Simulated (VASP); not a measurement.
Set up this calculation in VASP 6.6.1, as the native input.

| Item | Value |
| --- | --- |
| Task | single point |
| Functional | PBEsol |
| Potentials or basis | VASP PAW PBE potentials, release 64 (Tl_d) |
| Cutoff | 520 eV |
| k mesh | 18 × 18 × 18 |
| Occupations | gaussian, width 0.15 eV |
| Spin | no spin polarisation |
| Dipole correction | no |
| Further INCAR settings | ALGO = Fast; EDIFF = 1e-07; NBANDS = 12 |

The structure of Tl lies in POSCAR:

```
Tl
1.0
   -1.9895250000      1.9895250000      1.8439500000
    1.9895250000     -1.9895250000      1.8439500000
    1.9895250000      1.9895250000     -1.8439500000
Tl
1
Direct
    0.0000000000      0.0000000000      0.0000000000
```

This cell differs from its parent crystal: strain +0.025 along x and y, -0.050 along z.

The input as run:

INCAR

```
SYSTEM = Tl
PREC = Accurate
ENCUT = 520
EDIFF = 1E-7
ISMEAR = 0
SIGMA = 0.15
LREAL = .FALSE.
LASPH = .TRUE.
NELM = 80
ALGO = Fast
ISIF = 2
LWAVE = .FALSE.
LCHARG = .FALSE.
GGA = PS
NBANDS = 12
```

KPOINTS

```
Automatic mesh
0
G
  18 18 18
  0 0 0
```

Potentials or basis: VASP PAW PBE potentials, release 64 (Tl_d).

Launch:

```sh
$ cat potpaw_PBE.64/Tl_d/POTCAR > POTCAR
$ mpirun -np 1 vasp_std > vasp.out
```

It gave:

- Pressure: -0.8 GPa
- Band gap on the k mesh: zero (an odd number of electrons rules out a gap without spin polarisation)

Caveat: the cell differs from its parent crystal (strain +0.025 along x and y, -0.050 along z); the PAW data sets were made with another functional, which shifts forces and pressure a little; spin-orbit coupling is left out, which moves the levels of the heavy elements.

Run time: 88 s on 1 thread of Intel(R) Xeon(R) 6975P-C (Granite Rapids), with other jobs on the host, peak memory 0.28 GiB.
